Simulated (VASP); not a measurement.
# TaN in VASP: a series of runs

TaN is run at these levels: PBE; tasks: single point.

Everything below comes from runs of VASP 6.6.1. Logs are shortened: lines on timing, memory, paths and dates and some standing lists are left out, and cuts for length are marked.

## 1. The cell of the first run

It takes space group Cmcm (No. 63, orthorhombic). Conventional cell: a = 4.416 Å, b = 4.416 Å, c = 4.416 Å, α = 90.00°, β = 90.00°, γ = 90.00°. Ta (site symmetry m2m) has 6 N at 2.20 to 2.21 Å within 2.9 Å. N (site symmetry m2m) has 6 Ta at 2.20 to 2.21 Å within 2.9 Å.

## 2. Single point, PBE (atoms displaced along a vibrational mode)

INCAR reads:

```
PREC = Accurate
ENCUT = 700
EDIFF = 1E-6
ISMEAR = 0
SIGMA = 0.15
LREAL = F
LASPH = T
NELM = 120
ALGO = Normal
ISIF = 2
LWAVE = F
LCHARG = F
GGA = PE
NBANDS = 26
GGA_COMPAT = F
```

KPOINTS reads:

```
regular mesh
0
Gamma
  14 14 10
```

POSCAR reads:

```
TaN
1.0
    0.0000000000     -2.2081122572     -2.2081122572
    0.0000000000      2.2081122572     -2.2081122572
    4.4162245144      0.0000000000      0.0000000000
Ta N
2 2
Direct
    0.5121475408      0.4878524592      0.0000000000
   -0.0121475408      0.0121475408      0.5000000000
    0.4864590218      0.5135409782      0.5000000000
    0.0135409782     -0.0135409782      0.0000000000
```

Potentials or basis: VASP PAW PBE potentials, release 64 (Ta_sv_GW, N).

Run with:

```bash
> cat potpaw_PBE.64/Ta_sv_GW/POTCAR potpaw_PBE.64/N/POTCAR > POTCAR
> mpirun -np 1 vasp_std > vasp.out
```

OUTCAR:

```text
PREC = Accurate
   ENCUT = 700
   EDIFF = 1E-6
   ISMEAR = 0
   LREAL = F
   LASPH = T
   NELM = 120
   ISIF = 2
   GGA = PE

 ion  position               nearest neighbor table
   1  0.512  0.488  0.000-   4 2.20   4 2.21   4 2.21   3 2.21   3 2.21   4 2.21   2 3.05   2 3.05
                             2 3.12   2 3.12   2 3.12   2 3.12   2 3.20   2 3.20
   2  0.988  0.012  0.500-   3 2.20   3 2.21   3 2.21   4 2.21   4 2.21   3 2.21   1 3.05   1 3.05
                             1 3.12   1 3.12   1 3.12   1 3.12   1 3.20   1 3.20
   3  0.486  0.514  0.500-   2 2.20   2 2.21   2 2.21   1 2.21   1 2.21   2 2.21
   4  0.014  0.986  0.000-   1 2.20   1 2.21   1 2.21   2 2.21   2 2.21   1 2.21

  LATTYP: Found a simple tetragonal cell.
 ALAT       =     3.1227423014
 C/A-ratio  =     1.4142135624

  Lattice vectors:

 A1 = (   0.0000000000,  -2.2081122572,  -2.2081122572)
 A2 = (   0.0000000000,   2.2081122572,  -2.2081122572)
 A3 = (   4.4162245144,   0.0000000000,   0.0000000000)

Analysis of symmetry for initial positions (statically):
=====================================================================
 Subroutine PRICEL returns:
 Original cell was already a primitive cell.

 Routine SETGRP: Setting up the symmetry group for a
 simple tetragonal supercell.

 Subroutine GETGRP returns: Found  8 space group operations
 (whereof  4 operations were pure point group operations)
 out of a pool of 16 trial point group operations.

The static configuration has the point symmetry C_2v.
 The point group associated with its full space group is D_2h.

Analysis of symmetry for dynamics (positions and initial velocities):
=====================================================================
 Subroutine PRICEL returns:
 Original cell was already a primitive cell.

 Routine SETGRP: Setting up the symmetry group for a
 simple tetragonal supercell.

 Subroutine GETGRP returns: Found  8 space group operations
 (whereof  4 operations were pure point group operations)
 out of a pool of 16 trial point group operations.

The dynamic configuration has the point symmetry C_2v.
 The point group associated with its full space group is D_2h.

 Subroutine INISYM returns: Found  8 space group operations
 (whereof  4 operations are pure point group operations),
 and found     1 'primitive' translations

----------------------------------------------------------------------------------------

                                     Primitive cell

  volume of cell :      43.0649

  direct lattice vectors                    reciprocal lattice vectors
     0.000000000 -2.208112257 -2.208112257     0.000000000 -0.226437763 -0.226437763
     0.000000000  2.208112257 -2.208112257     0.000000000  0.226437763 -0.226437763
     4.416224514  0.000000000  0.000000000     0.226437763  0.000000000  0.000000000

  length of vectors
     3.122742301  3.122742301  4.416224514     0.320231355  0.320231355  0.226437763

  position of ions in fractional coordinates (direct lattice)
     0.512147541  0.487852459  0.000000000
     0.987852459  0.012147541  0.500000000
     0.486459022  0.513540978  0.500000000
     0.013540978  0.986459022  0.000000000

  ion indices of the primitive-cell ions
   primitive index   ion index
                 1           1
                 2           2
                 3           3
                 4           4

----------------------------------------------------------------------------------------

 KPOINTS: regular mesh

Automatic generation of k-mesh.
 Grid dimensions read from file:
 generate k-points for:   14   14   10

 Generating k-lattice:

  Cartesian coordinates                     Fractional coordinates (reciprocal lattice)
     0.000000000 -0.016174126 -0.016174126     0.071428571  0.000000000  0.000000000
     0.000000000  0.016174126 -0.016174126     0.000000000  0.071428571  0.000000000
     0.022643776  0.000000000  0.000000000     0.000000000  0.000000000  0.100000000

  Length of vectors
     0.022873668  0.022873668  0.022643776

  Shift w.r.t. Gamma in fractional coordinates (k-lattice)
     0.000000000  0.000000000  0.000000000

 Subroutine IBZKPT returns following result:
 ===========================================

 Found    342 irreducible k-points:

 Following reciprocal coordinates:
            Coordinates               Weight
  0.000000  0.000000  0.000000      1.000000
  0.071429  0.000000  0.000000      4.000000
  0.142857  0.000000  0.000000      4.000000
  0.214286  0.000000  0.000000      4.000000
  0.285714  0.000000  0.000000      4.000000
  0.357143  0.000000  0.000000      4.000000
[... 16 lines left out ...]
 -0.142857  0.142857  0.000000      2.000000
  0.214286  0.142857  0.000000      4.000000
 [... further k-points ...]
   k-points           NKPTS =    342   k-points in BZ     NKDIM =    342   number of bands    NBANDS=     26
   number of dos      NEDOS =    301   number of ions     NIONS =      4
   total plane-waves  NPLWV =  31360
   dimension x,y,z NGX =    28 NGY =   28 NGZ =   40
   dimension x,y,z NGXF=    56 NGYF=   56 NGZF=   80
   ions per type =               2   2
   NGX,Y,Z   is equivalent  to a cutoff of  14.91, 14.91, 15.06 a.u.
   NGXF,Y,Z  is equivalent  to a cutoff of  29.81, 29.81, 30.12 a.u.
 SYSTEM =  unknown system
   PREC   = accura    normal or accurate (medium, high low for compatibility)
   ISTART =      0    job   : 0-new  1-cont  2-samecut
   ICHARG =      2    charge: 1-file 2-atom 10-const
   ISPIN  =      1    spin polarized calculation?
   LNONCOLLINEAR =      F non collinear calculations
   LSORBIT =      F    spin-orbit coupling
   LASPH  =      T    aspherical Exc in radial PAW
   ENCUT  =  700.0 eV  51.45 Ry    7.17 a.u.   6.74  6.74  9.53*2*pi/ulx,y,z
   NELM   =    120;   NELMIN=  2; NELMDL= -5     # of ELM steps
   EDIFF  = 0.1E-05   stopping-criterion for ELM
   LREAL  =      F    real-space projection
   EDIFFG = 0.1E-04   stopping-criterion for IOM
   NSW    =      0    number of steps for IOM
   IBRION =     -1    ionic relax: 0-MD 1-quasi-New 2-CG
   NFREE  =      0    steps in history (QN), initial steepest desc. (CG)
   ISIF   =      2    stress and relaxation
   ISYM   =      2    0-nonsym 1-usesym 2-fastsym
   POTIM  = 0.5000    time-step for ionic-motion
   TEBEG  =    0.0;   TEEND  =   0.0 temperature during run
   PSTRESS=    0.0 pullay stress
   NELECT =      36.0000    total number of electrons
   NUPDOWN=      -1.0000    fix difference up-down
   EMIN   =  10.00;   EMAX   =-10.00  energy-range for DOS
   EFERMI =   0.00;   METHOD = LEGACY
   ISMEAR =     0;   SIGMA  =   0.15  broadening in eV -4-tet -1-fermi 0-gaus
   EFERMI_NEDOS =   21; number of points for ismear=-14 and -15
   IALGO  =     38    algorithm
   IMIX   =      4    mixing-type and parameters
     AMIX     =   0.40;   BMIX     =  1.00
     AMIX_MAG =   1.60;   BMIX_MAG =  1.00
  volume/ion in A,a.u.               =      10.77        72.65
  Fermi-wavevector in a.u.,A,eV,Ry     =   1.542178  2.914294 32.358915  2.378313
  Thomas-Fermi vector in A             =   2.648019
   LORBIT       =      0    0 simple, 1 ext, 2 COOP (PROOUT), +10 PAW based schemes
   GGA     = PE    functional components
   LHFCALC =     F    Hartree Fock is set to
   AEXX    =    0.0000 exact exchange contribution
   IVDW    =     0    specifies the selected vdW correction
   LEPSILON=     F    determine dielectric tensor
   LRPA    =     F    only Hartree local field effects (RPA)
 non-spin polarized calculation
 Gauss-broadening in eV      SIGMA  =   0.15
  energy-cutoff  :      700.00
  volume of cell :       43.06
 maximum number of plane-waves:      1868
   NGX = 13   NGY = 13   NGZ = 19

 number of electron      36.0000000 magnetization

 Free energy of the ion-electron system (eV)
  ---------------------------------------------------
  ext. energy  EPLUGINS =         0.00000000
  ---------------------------------------------------
  free energy    TOTEN  =       -48.74282788 eV

  energy without entropy =      -48.72137242  energy(sigma->0) =      -48.73210015

 E-fermi :  13.5554     XC(G=0): -13.7079

 val. band max:       13.5535123440   @ k =   0.3571   0.1429   0.0000
 cond. band min:      13.5572764893   @ k =   0.2857   0.0714   0.1000
 fundamental gap:      0.0037641453
 Fermi energy:        13.5554093532

 k-point     1 :       0.0000    0.0000    0.0000
  band No.  band energies     occupation
      1     -55.9775      2.00000
      2     -55.9066      2.00000
      3     -22.8448      2.00000
      4     -22.4421      2.00000
      5     -22.4247      2.00000
      6     -22.1761      2.00000
[... 18 lines left out ...]
     25      17.0125      0.00000
     26      17.1783      0.00000

 k-point     2 :       0.0714    0.0000    0.0000
  band No.  band energies     occupation
      1     -55.9758      2.00000
      2     -55.9065      2.00000
      3     -22.8346      2.00000
      4     -22.4552      2.00000
      5     -22.4248      2.00000
      6     -22.1953      2.00000
[... 18 lines left out ...]
     25      16.9249      0.00000
     26      17.0916      0.00000

 k-point     3 :       0.1429    0.0000    0.0000
  band No.  band energies     occupation
      1     -55.9708      2.00000
      2     -55.9066      2.00000
      3     -22.8047      2.00000
      4     -22.5059      2.00000
      5     -22.4098      2.00000
      6     -22.2665      2.00000
[... 18 lines left out ...]
     25      16.8184      0.00000
     26      16.8504      0.00000

 k-point     4 :       0.2143    0.0000    0.0000
  band No.  band energies     occupation
      1     -55.9632      2.00000
      2     -55.9071      2.00000
      3     -22.7574      2.00000
      4     -22.5789      2.00000
      5     -22.3890      2.00000
      6     -22.3684      2.00000
[... 18 lines left out ...]
     25      17.1407      0.00000
     26      17.9797      0.00000
[... 496 lines left out ...]
      1     -55.9645      2.00000
      2     -55.9064      2.00000
      3     -22.7679      2.00000
      4     -22.5061      2.00000
      5     -22.4576      2.00000
      6     -22.3265      2.00000
[... 18 lines left out ...]
     25      17.1816      0.00000
     26      17.9492      0.00000

 k-point    23 :      -0.1429    0.1429    0.0000
  band No.  band energies     occupation
      1     -55.9644      2.00000
      2     -55.9064      2.00000
      3     -22.7675      2.00000
      4     -22.5238      2.00000
      5     -22.4413      2.00000
      6     -22.3003      2.00000
[... 18 lines left out ...]
     25      17.0598      0.00000
     26      17.9703      0.00000

 k-point    24 :       0.2143    0.1429    0.0000
  band No.  band energies     occupation
      1     -55.9572      2.00000
      2     -55.9065      2.00000
      3     -22.7242      2.00000
      4     -22.5694      2.00000
      5     -22.4415      2.00000
      6     -22.4136      2.00000
[... 18 lines left out ...]
     25      17.3813      0.00000
     26      18.3197      0.00000

 [... further k-points ...]

------------------------ aborting loop because EDIFF is reached ----------------------------------------

  FORCE on cell =-STRESS in cart. coord.  units (eV):
  Direction    XX          YY          ZZ          XY          YZ          ZX
  --------------------------------------------------------------------------------------
  -------------------------------------------------------------------------------------
  Total       -0.5029367      0.7775296     -0.1777829      0.0000000      0.0000000      0.0000000
  in kB      -18.7111507     28.9270461     -6.6141978      0.0000000      0.0000000      0.0000000
  external PRESSURE =       1.2005659 kB  Pullay stress =       0.0000000 kB

 VOLUME and BASIS-vectors are now :
 -----------------------------------------------------------------------------
  energy-cutoff  :      700.00
  volume of cell :       43.06
      direct lattice vectors                 reciprocal lattice vectors
     0.000000000 -2.208112257 -2.208112257     0.000000000 -0.226437763 -0.226437763
     0.000000000  2.208112257 -2.208112257     0.000000000  0.226437763 -0.226437763
     4.416224514  0.000000000  0.000000000     0.226437763  0.000000000  0.000000000

 POSITION                                       TOTAL-FORCE (eV/Angst)
 -----------------------------------------------------------------------------------
      0.00000     -0.05365     -2.20811         0.000000     -0.276629      0.000000
      2.20811     -2.15447     -2.20811         0.000000      0.276629      0.000000
      2.20811      0.05980     -2.20811         0.000000      0.040026      0.000000
      0.00000      2.14831     -2.20811         0.000000     -0.040026      0.000000
 -----------------------------------------------------------------------------------
    total drift:                                0.000000      0.000000     -0.000000

  FREE ENERGIE OF THE ION-ELECTRON SYSTEM (eV)
  ---------------------------------------------------
  free  energy   TOTEN  =       -48.7428278765 eV

  energy  without entropy=      -48.7213724218  energy(sigma->0) =      -48.73210015
```

Wall time 4.2 min (1 thread of Intel Xeon 6975P-C (Granite Rapids), shared host); peak memory 0.59 GiB.

Results:

```yaml
Free_energy: -48.7428 eV
Pressure: 0.1 GPa
Largest_force: 0.277 eV/Å
Band_gap_on_the_k_mesh: zero (bands 18 and 19 overlap by 3.82 eV)
```

Forces on the atoms (eV/Å):
```
Ta   0.000 -0.277  0.000
Ta   0.000  0.277  0.000
N    0.000  0.040  0.000
N    0.000 -0.040  0.000
```

Levels at points of the mesh, in eV from the Fermi level:
| k point | band 15 | band 16 | band 17 | band 18 | band 19 | band 20 | band 21 | band 22 |
| --- | --- | --- | --- | --- | --- | --- | --- | --- |
| (0.00, 0.00, 0.00) | -3.73 | -3.73 | -3.71 | -2.02 | -1.98 | -1.97 | 0.12 | 0.22 |
| (0.50, 0.00, 0.00) | -6.84 | -6.17 | -0.15 | 0.41 | 0.74 | 1.45 | 1.59 | 1.87 |
| (0.50, 0.50, 0.00) | -4.56 | -4.55 | -4.54 | -4.31 | 2.18 | 2.22 | 3.52 | 3.54 |
| (0.00, 0.00, 0.50) | -4.76 | -4.76 | -3.98 | -3.98 | 0.96 | 0.96 | 1.61 | 1.61 |
| (0.50, 0.00, 0.50) | -7.39 | -7.39 | 1.84 | 1.84 | 1.94 | 1.94 | 1.99 | 1.99 |
| (0.50, 0.50, 0.50) | -6.63 | -6.63 | -0.18 | -0.18 | -0.14 | -0.14 | 3.55 | 3.55 |

Caveat: the cell differs from its parent crystal (atoms displaced along a vibrational mode); spin-orbit coupling is left out, which moves the levels of the heavy elements.

## 3. Single point, PBE (atoms displaced along a vibrational mode)

INCAR reads:

```
SYSTEM = TaN
  PREC = Accurate
  ENCUT = 700
  EDIFF = 1E-6
  ISMEAR = 0
  SIGMA = 0.15
  LREAL = .FALSE.
  LASPH = .TRUE.
  NELM = 120
  ALGO = Normal
  ISIF = 2
  LWAVE = .FALSE.
  LCHARG = .FALSE.
  GGA = PE
  NBANDS = 26
  GGA_COMPAT = .FALSE.
```

KPOINTS reads:

```
Automatic mesh
0
G
  14 14 10
  0 0 0
```

POSCAR reads:

```
TaN
1.0
    0.0000000000     -2.2081122572     -2.2081122572
    0.0000000000      2.2081122572     -2.2081122572
    4.4162245144      0.0000000000      0.0000000000
Ta N
2 2
Direct
    0.5000000000      0.5000000000     -0.0068336334
    0.0000000000      0.0000000000      0.5068336334
    0.5000000000      0.5000000000      0.4845569446
    0.0000000000      0.0000000000      0.0154430554
```

Potentials or basis: VASP PAW PBE potentials, release 64 (Ta_sv_GW, N).

Run with:

```bash
> cat potpaw_PBE.64/Ta_sv_GW/POTCAR potpaw_PBE.64/N/POTCAR > POTCAR
> mpirun -np 1 vasp_std > vasp.out
```

Run time: 2.7 min. Hardware: 1 thread of AMD EPYC 9R45 (Zen 5), shared host; peak memory 0.41 GiB.

It converged, with:

* Free energy: -48.7690 eV
* Pressure: 0.1 GPa
* Largest force: 1.018 eV/Å
* Band gap on the k mesh: zero (bands 18 and 19 overlap by 3.81 eV)

Forces on the atoms (eV/Å):
```
Ta  -1.018  0.000  0.000
Ta   1.018  0.000  0.000
N    0.007  0.000  0.000
N   -0.007  0.000  0.000
```

Stress tensor (GPa, compression positive):
```
 2.90  0.00  0.00
 0.00 -1.24  0.00
 0.00  0.00 -1.24
```

Levels at points of the mesh, in eV from the Fermi level:
| k point | band 14 | band 15 | band 16 | band 17 | band 18 | band 19 | band 20 | band 21 | band 22 | band 23 |
| --- | --- | --- | --- | --- | --- | --- | --- | --- | --- | --- |
| (0.00, 0.00, 0.00) | -4.61 | -3.72 | -3.70 | -3.70 | -1.99 | -1.92 | -1.92 | 0.13 | 0.20 | 1.41 |
| (0.50, 0.00, 0.00) | -7.04 | -6.47 | -6.47 | 0.45 | 0.45 | 0.49 | 0.49 | 1.84 | 1.84 | 2.98 |
| (0.50, 0.50, 0.00) | -5.16 | -4.56 | -4.56 | -4.53 | -4.53 | 2.20 | 2.20 | 3.54 | 3.54 | 3.58 |
| (0.00, 0.00, 0.50) | -5.04 | -4.52 | -4.52 | -4.09 | -3.84 | 0.95 | 1.15 | 1.21 | 1.21 | 2.18 |
| (0.50, 0.00, 0.50) | -7.40 | -7.39 | -7.39 | 1.89 | 1.89 | 1.92 | 1.92 | 1.94 | 1.94 | 3.90 |
| (0.50, 0.50, 0.50) | -7.02 | -6.30 | -6.30 | -0.78 | -0.78 | 0.63 | 0.63 | 3.56 | 3.56 | 3.99 |

Caveat: the cell differs from its parent crystal (atoms displaced along a vibrational mode); spin-orbit coupling is left out, which moves the levels of the heavy elements; forces of over 1 eV/Å act on the atoms, so gaps and moduli don't describe the material at rest.
